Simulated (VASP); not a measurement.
PN:

```xyz
2
Lattice="2.9973 0.0000 0.0000 0.0000 2.9973 0.0000 0.0000 0.0000 3.9275" Properties=species:S:1:pos:R:3 pbc="T T T"
P     0.0000    0.0000    1.9638
N     1.4987    1.4987    1.9638
```

- Program: VASP 6.6.1
- Task: relaxation of cell and atoms
- Functional: PBE
- Dispersion: D3(BJ)
- Potentials or basis: VASP PAW PBE potentials, release 64 (P, N)
- Cutoff: 600 eV
- k mesh: 6 × 6 × 4
- Occupations: gaussian, width 0.1 eV
- Spin: no spin polarisation

At the start: pressure -19.1 GPa; volume 17.64 Å³/atom.

Task: How do energy, volume and symmetry change on relaxing?

Result: Over 12 steps the energy falls by 737.6 meV/atom and the volume is 9.23 Å³/atom (-47.7 %); space group P4/mmm (No. 123, to 0.05 Å).

The path:
| step | energy change (eV) | largest force (eV/Å) | pressure (GPa) | volume (Å³) |
| --- | --- | --- | --- | --- |
| 1 | 0.0000 | 0.0000 | -19.08 | 35.29 |
| 2 | -0.5020 | 0.0000 | 13.50 | 25.47 |
| 3 | -0.7006 | 0.0000 | -2.66 | 28.21 |
| 4 | -0.7004 | 0.0000 | -1.98 | 28.08 |
| 5 | -0.7598 | 0.0000 | -2.19 | 26.97 |
| 6 | -1.0401 | 0.0000 | -2.42 | 23.69 |
| 7 | -1.4347 | 0.0000 | 6.41 | 17.35 |
| 8 | -1.4642 | 0.0000 | -0.76 | 19.10 |
| 9 | -1.4749 | 0.0000 | 0.29 | 18.52 |
| 10 | -1.4746 | 0.0000 | 1.07 | 18.33 |
| 11 | -1.4732 | 0.0000 | -2.61 | 18.74 |
| 12 | -1.4751 | 0.0000 | -0.20 | 18.47 |

Final structure:
```yaml
crystal:
  lattice:
    - [2.65540, 0.00000, 0.00000]
    - [0.00000, 2.65540, 0.00000]
    - [0.00000, 0.00000, 2.61894]
  atoms:
    - { symbol: P, position: [0.00000, 0.00000, 0.50000] }
    - { symbol: N, position: [0.50000, 0.50000, 0.50000] }
```

Caveat: the k points lie up to 0.60 Å⁻¹ apart in the final cell; the volume moved by over 15 % at a fixed basis, so the end points are rough.
